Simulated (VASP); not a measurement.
Set up this calculation in VASP 6.6.1, as the native input.

* Task: relaxation of cell and atoms
* Functional: PBE
* Potentials or basis: VASP PAW PBE potentials, release 64 (Pt)
* Cutoff: 600 eV
* k mesh: 8 × 8 × 8
* Occupations: gaussian, width 0.1 eV
* Spin: no spin polarisation
* Dipole correction: no
* Further INCAR settings: ALGO = Fast; EDIFF = 1e-06; IBRION = 2; EDIFFG = -0.04; NSW = 90; ISIF = 3

The structure of Pt lies in POSCAR:

```
Pt
1.0
    2.4732983300      0.0000000000      0.0000000000
    0.0000000000      2.4732983300      0.0000000000
    0.0000000000      0.0000000000      2.4749014100
Pt
1
Direct
    0.5000000000      0.5000000000      0.5000000000
```

The cell was built from a structure type or drawn by symmetry, and may not be a known phase.

The input as run:

INCAR

```
ALGO = Fast
EDIFF = 1E-6
EDIFFG = -0.04
ENCUT = 600
GGA = PE
IBRION = 2
ISIF = 3
ISMEAR = 0
LASPH = True
LCHARG = False
LREAL = False
LWAVE = False
NELM = 80
NSW = 90
PREC = Accurate
SIGMA = 0.1
```

KPOINTS

```
k-points
0
Gamma
  8 8 8
```

Potentials or basis: VASP PAW PBE potentials, release 64 (Pt).

Command:

```sh
$ cat potpaw_PBE.64/Pt/POTCAR > POTCAR
$ mpirun -np 1 vasp_std > vasp.out
```

It gave:

The relaxed volume is 18.08 Å³/atom, the relaxed cell is a = 2.624 Å, b = 2.624 Å, c = 2.625 Å, α = 90.00°, β = 90.00°, γ = 90.00° and the space group after relaxing (to 0.1 Å) is Pm-3m (No. 221). The pressure after relaxing is 0.0 GPa and the band gap on the k mesh is zero (bands 5 and 6 overlap by 2.97 eV).

Caveat: the volume moved by over 15 % at a fixed basis, so the end points are rough; spin-orbit coupling is left out, which moves the levels of the heavy elements.

It took 53 s on 1 thread of Intel Xeon 8259CL (shared host), peak memory 0.14 GiB.
